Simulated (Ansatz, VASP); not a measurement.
Ti in VASP and in Ansatz

POSCAR

```
Ti
1.0
    0.0000000000      2.0163754284      2.0163754284
    2.0163754284      0.0000000000      2.0163754284
    2.0163754284      2.0163754284      0.0000000000
Ti
1
Direct
    0.0000000000      0.0000000000      0.0000000000
```

Contents of INCAR.step1:

```
SYSTEM = Ti
PREC = Accurate
ENCUT = 520
EDIFF = 1E-5
ISMEAR = -1
SIGMA = 0.05
LREAL = .FALSE.
LASPH = .TRUE.
NELM = 100
ALGO = Normal
ISIF = 2
LWAVE = .TRUE.
NBANDS = 12
GGA = PE
```

INCAR.step2

```
SYSTEM = Ti
PREC = Accurate
ENCUT = 520
EDIFF = 1E-6
ISMEAR = -1
SIGMA = 0.05
LREAL = .FALSE.
LASPH = .TRUE.
NELM = 100
ALGO = Normal
ISIF = 2
LWAVE = .FALSE.
LCHARG = .TRUE.
GGA = PE
LHFCALC = .TRUE.
HFSCREEN = 0.2079
PRECFOCK = Normal
LELF = .TRUE.
LVHAR = .TRUE.
NBANDS = 12
ISTART = 1
```

KPOINTS

```
Automatic mesh
0
G
  6 6 6
  0 0 0
```

File input:

```
crystal:
  lattice:
    - [0.0, 2.0163754284, 2.0163754284]
    - [2.0163754284, 0.0, 2.0163754284]
    - [2.0163754284, 2.0163754284, 0.0]
  atoms:
    - { symbol: Ti, position: [0.0, 0.0, 0.0] }
hamiltonian:
  xc: hse06
  pseudopotentials: { kind: paw }
kpoints:
  mp_grid: { grid: [6, 6, 6] }
scf:
  occupations: { method: fermi_dirac, width: 0.05 }
output:
  forces: true
  stress: true
  eigenvalues: true
  write_density: true
  write_potential: true
  elf: true
  volumetric_format: npy
```

Alike in both runs: task single point; functional HSE06; k mesh 6 × 6 × 6; occupations fermi-dirac, width 0.05 eV; no spin polarisation.

|  | VASP | Ansatz |
| --- | --- | --- |
| version | VASP 6.6.1 | Ansatz 0.2.0 |
| potentials or method | VASP PAW PBE potentials, release 64 (Ti_sv) | Ansatz PAW |
| plane-wave cutoff (eV) | 520 | 420 |
| valence electrons in the cell | 12 | 12 |

VASP gave:

| Quantity | Value |
| --- | --- |
| gap on the k mesh at the Fermi level (eV) | none |
| pressure (GPa) | 6.5 |

Task: Which values does Ansatz return?

Result: gap on the k mesh at the Fermi level (eV): none; pressure (GPa): 7.2.

A gap of «none» marks a metal or a gap that the smearing closes.

The k mesh is coarse, so the values compare programs but aren't converged.
